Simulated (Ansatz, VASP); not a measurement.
# One calculation of FeO, two programs

```xyz
2
Lattice="0.0000 2.2238 2.2238 2.2238 0.0000 2.2238 2.2238 2.2238 0.0000" Properties=species:S:1:pos:R:3 pbc="T T T"
Fe    0.0000    0.0000    0.0000
O     2.2238    2.2238    2.2238
```

Alike in both runs: task single point; functional PBE; k mesh 14 × 14 × 14; occupations gaussian, width 0.05 eV; collinear spin.

```csv
,VASP,Ansatz
version,VASP 6.6.1,Ansatz 0.2.0
potentials or method,"VASP PAW PBE potentials, release 64 (Fe, O), cutoff 520 eV","scalar-relativistic, plane waves, PAW"
valence electrons in the cell,14,22
```

```tsv
	VASP	Ansatz	Ansatz less VASP
gap on the k mesh at the Fermi level (eV)	none	none	-
pressure (GPa)	-14.3	-14.2	+0.12
net moment per atom (μB)	2.00	2.00	+0.002
size of the moment on the site where the two differ most (μB)	3.63	3.49	-0.138
```

Site moments also hang on the region over which each program counts them. A gap of «none» marks a metal or a gap that the smearing closes. VASP's potentials hold 14 valence electrons a cell and Ansatz's 22, so a difference there can come from the potentials and not from the codes.
